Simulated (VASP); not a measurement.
# NaCl in VASP: notebook, part 3 of 3

VASP 6.6.1. Earlier steps stand in the parts before.

### 6 Electric field gradients, PBE (equal xy, yz and zx shear strains of +1.5 %)

Input file INCAR:

```
PREC     = Accurate       # precision mode
ENCUT    = 520            # plane-wave cutoff, eV
EDIFF    = 1E-8           # SCF threshold, eV
ISMEAR   = -1             # smearing method
SIGMA    = 0.03           # smearing width, eV
LREAL    = F              # projectors in reciprocal space
LASPH    = T              # aspherical terms in the spheres
NELM     = 80             # most SCF steps
ALGO     = Normal         # electronic algorithm
ISIF     = 2              # what is computed and relaxed
LWAVE    = F              # write WAVECAR
LCHARG   = F              # write CHGCAR
GGA      = PE             # functional
LEFG     = T            
NBANDS   = 14             # bands
```

Input file KPOINTS:

```
regular mesh
0
Gamma
  7 7 7
```

Input file POSCAR:

```
NaCl
1.0
    0.0424762500      2.8529881250      2.8529881250
    2.8529881250      0.0424762500      2.8529881250
    2.8529881250      2.8529881250      0.0424762500
Na Cl
1 1
Direct
    0.0000000000      0.0000000000      0.0000000000
    0.5000000000      0.5000000000      0.5000000000
```

Potentials or basis: VASP PAW PBE potentials, release 64 (Na_pv, Cl).

Launch:

```
> cat potpaw_PBE.64/Na_pv/POTCAR potpaw_PBE.64/Cl/POTCAR > POTCAR
> mpirun -np 1 vasp_std > vasp.out
```

OUTCAR:

```text
PREC = Accurate
   ENCUT = 520
   EDIFF = 1E-8
   ISMEAR = -1
   LREAL = F
   LASPH = T
   NELM = 80
   ISIF = 2
   GGA = PE

 ion  position               nearest neighbor table
   1  0.000  0.000  0.000-
   2  0.500  0.500  0.500-

  LATTYP: Found a trigonal (rhomboedric) cell.
 ALAT       =     4.0349580809
 COS(alpha) =     0.5148312781

  Lattice vectors:

 A1 = (   0.0424762500,   2.8529881250,   2.8529881250)
 A2 = (   2.8529881250,   0.0424762500,   2.8529881250)
 A3 = (   2.8529881250,   2.8529881250,   0.0424762500)

Analysis of symmetry for initial positions (statically):
=====================================================================
 Subroutine PRICEL returns:
 Original cell was already a primitive cell.

 Routine SETGRP: Setting up the symmetry group for a
 trigonal (rhombohedral) supercell.

 Subroutine GETGRP returns: Found 12 space group operations
 (whereof 12 operations were pure point group operations)
 out of a pool of 12 trial point group operations.

The static configuration has the point symmetry D_3d.

Analysis of symmetry for dynamics (positions and initial velocities):
=====================================================================
 Subroutine PRICEL returns:
 Original cell was already a primitive cell.

 Routine SETGRP: Setting up the symmetry group for a
 trigonal (rhombohedral) supercell.

 Subroutine GETGRP returns: Found 12 space group operations
 (whereof 12 operations were pure point group operations)
 out of a pool of 12 trial point group operations.

The dynamic configuration has the point symmetry D_3d.

 Subroutine INISYM returns: Found 12 space group operations
 (whereof 12 operations are pure point group operations),
 and found     1 'primitive' translations

----------------------------------------------------------------------------------------

                                     Primitive cell

  volume of cell :      45.4069

  direct lattice vectors                    reciprocal lattice vectors
     0.042476250  2.852988125  2.852988125    -0.179218094  0.176588978  0.176588978
     2.852988125  0.042476250  2.852988125     0.176588978 -0.179218094  0.176588978
     2.852988125  2.852988125  0.042476250     0.176588978  0.176588978 -0.179218094

  length of vectors
     4.034958081  4.034958081  4.034958081     0.307386498  0.307386498  0.307386498

  position of ions in fractional coordinates (direct lattice)
[... 8 lines left out ...]
----------------------------------------------------------------------------------------

 KPOINTS: regular mesh

Automatic generation of k-mesh.
 Grid dimensions read from file:
 generate k-points for:    7    7    7

 Generating k-lattice:

  Cartesian coordinates                     Fractional coordinates (reciprocal lattice)
    -0.025602585  0.025226997  0.025226997     0.142857143  0.000000000 -0.000000000
     0.025226997 -0.025602585  0.025226997     0.000000000  0.142857143 -0.000000000
     0.025226997  0.025226997 -0.025602585     0.000000000  0.000000000  0.142857143

  Length of vectors
     0.043912357  0.043912357  0.043912357

  Shift w.r.t. Gamma in fractional coordinates (k-lattice)
     0.000000000  0.000000000  0.000000000

[... 67 lines left out ...]
   IALGO  =     38    algorithm
   IMIX   =      4    mixing-type and parameters
     AMIX     =   0.40;   BMIX     =  1.00
     AMIX_MAG =   1.60;   BMIX_MAG =  1.00
  volume/ion in A,a.u.               =      22.70       153.21
  Fermi-wavevector in a.u.,A,eV,Ry     =   1.105971  2.089981 16.642251  1.223171
  Thomas-Fermi vector in A             =   2.242465
   LORBIT       =      0    0 simple, 1 ext, 2 COOP (PROOUT), +10 PAW based schemes
   GGA     = PE    functional components
   LHFCALC =     F    Hartree Fock is set to
   AEXX    =    0.0000 exact exchange contribution
   IVDW    =     0    specifies the selected vdW correction
   LEPSILON=     F    determine dielectric tensor
   LRPA    =     F    only Hartree local field effects (RPA)
 non-spin polarized calculation
  energy-cutoff  :      520.00
  volume of cell :       45.41
 maximum number of plane-waves:      1249
 NGX is ok and might be reduce to    30
   NGX = 15   NGY = 15   NGZ = 15

 number of electron      13.9999997 magnetization

 Free energy of the ion-electron system (eV)
  ---------------------------------------------------
  ext. energy  EPLUGINS =         0.00000000
  ---------------------------------------------------
  free energy    TOTEN  =        -6.77558278 eV

  energy without entropy =       -6.77558278  energy(sigma->0) =       -6.77558278

 E-fermi :  -0.1413     XC(G=0):  -8.1137

 val. band max:       -0.7728832753   @ k =   0.0000   0.0000   0.0000
 cond. band min:       4.2560852248   @ k =   0.0000   0.0000   0.0000
 fundamental gap:      5.0289685001
 Fermi energy:        -0.1412692590

 k-point     1 :       0.0000    0.0000    0.0000
  band No.  band energies     occupation
      1     -21.6468      2.00000
      2     -21.6468      2.00000
      3     -21.6433      2.00000
      4     -13.4325      2.00000
      5      -0.8563      2.00000
      6      -0.7729      2.00000
      7      -0.7729      2.00000
      8       4.2561      0.00000
      9      10.1075      0.00000
     10      10.4097      0.00000
     11      10.4097      0.00000
     12      12.4543      0.00000
     13      12.4543      0.00000
     14      14.0319      0.00000
[... 377 lines left out ...]
      1     -21.6615      2.00000
      2     -21.6518      2.00000
      3     -21.6498      2.00000
      4     -13.1620      2.00000
      5      -2.1405      2.00000
      6      -1.3790      2.00000
      7      -1.0935      2.00000
      8       6.9890      0.00000
      9       8.4477      0.00000
     10       9.3960      0.00000
     11      11.4194      0.00000
     12      12.2116      0.00000
     13      14.4874      0.00000
     14      16.4655      0.00000

 [... further k-points ...]
[... 5 lines left out ...]
  --------------------------------------------------------------------------------------
  -------------------------------------------------------------------------------------
  Total        0.1111032      0.1111032      0.1111032     -0.0544060     -0.0544060     -0.0544060
  in kB        3.9202647      3.9202647      3.9202647     -1.9197098     -1.9197098     -1.9197098
  external PRESSURE =       3.9202647 kB  Pullay stress =       0.0000000 kB

 VOLUME and BASIS-vectors are now :
 -----------------------------------------------------------------------------
  energy-cutoff  :      520.00
  volume of cell :       45.41
      direct lattice vectors                 reciprocal lattice vectors
     0.042476250  2.852988125  2.852988125    -0.179218094  0.176588978  0.176588978
     2.852988125  0.042476250  2.852988125     0.176588978 -0.179218094  0.176588978
     2.852988125  2.852988125  0.042476250     0.176588978  0.176588978 -0.179218094

 POSITION                                       TOTAL-FORCE (eV/Angst)
 -----------------------------------------------------------------------------------
      0.00000      0.00000      0.00000        -0.000000      0.000000     -0.000000
      2.87423      2.87423      2.87423         0.000000     -0.000000      0.000000
 -----------------------------------------------------------------------------------
    total drift:                               -0.000000      0.000000      0.000000

  FREE ENERGIE OF THE ION-ELECTRON SYSTEM (eV)
  ---------------------------------------------------
  free  energy   TOTEN  =        -6.7755827754 eV

  energy  without entropy=       -6.7755827753  energy(sigma->0) =       -6.77558278

 Electric field gradients (V/A^2)
---------------------------------------------------------------------
 ion       V_xx      V_yy      V_zz      V_xy      V_xz      V_yz
---------------------------------------------------------------------
   1      -0.000    -0.000    -0.000    -0.353    -0.353    -0.353
   2      -0.000     0.000     0.000     1.921     1.921     1.921
---------------------------------------------------------------------

 Electric field gradients after diagonalization (V/A^2)
 (convention: |V_zz| > |V_xx| > |V_yy|)
----------------------------------------------------------------------
 ion       V_xx      V_yy      V_zz     asymmetry (V_yy - V_xx)/ V_zz
----------------------------------------------------------------------
   1       0.353     0.353    -0.707       0.000
   2      -1.921    -1.921     3.843       0.000
----------------------------------------------------------------------

           NMR quadrupolar parameters

 Cq : quadrupolar parameter    Cq=e*Q*V_zz/h
 eta: asymmetry parameters     (V_yy - V_xx)/ V_zz
 Q  : nuclear electric quadrupole moment in mb (millibarn)
----------------------------------------------------------------------
 ion       Cq(MHz)       eta       Q (mb)
----------------------------------------------------------------------
   1      -0.002       0.000       1.000
   2       0.009       0.000       1.000
----------------------------------------------------------------------
```

It took 25 s on 1 thread of AMD EPYC 7R43 (Zen 3), shared host; peak memory 0.13 GiB.

What came out:

```yaml
Free_energy: -6.7756 eV
Pressure: 0.4 GPa
Band_gap_on_the_k_mesh: 5.03 eV, direct
```

Electric field gradients, principal values (V/Å²):
```csv
atom,least,middle,greatest (by size)
1 Na,0.353,0.353,-0.707
2 Cl,-1.921,-1.921,3.843
```

Caveat: the cell differs from its parent crystal (equal xy, yz and zx shear strains of +1.5 %); without QUAD_EFG the Cq values of the log hold for a quadrupole moment of 1 mb, not for the nuclei.

### 7 The runs side by side

| task | cell | k mesh for the DOS | occupations for the DOS | gap on the mesh (eV) | pressure (GPa) |
| --- | --- | --- | --- | --- | --- |
| electric field gradients | a = 4.057 Å, angles 60.0°, 2 atoms | - | - | 4.91 | -0.5 |
| density of states | a = 4.005 Å, angles 60.0°, 2 atoms | 11 × 11 × 11 | tetrahedron | - | - |
| electric field gradients | a = 4.005 Å, angles 60.0°, 2 atoms | - | - | 5.06 | 0.4 |
| electric field gradients | a = 3.925, b = 3.925, c = 3.845 Å, angles 60.7, 60.7, 58.6°, 2 atoms | - | - | 5.37 | 3.0 |
| electric field gradients | a = 4.035 Å, angles 59.0°, 2 atoms | - | - | 5.03 | 0.4 |

Alike in all rows: level PBE; potentials or basis VASP PAW PBE potentials, release 64 (Na_pv, Cl); no spin polarisation; k mesh 7 × 7 × 7; cutoff (eV) 520; smearing fermi-dirac 0.03 eV.

Total energies depend on the potentials used, so only differences within one code and one set of settings carry meaning.
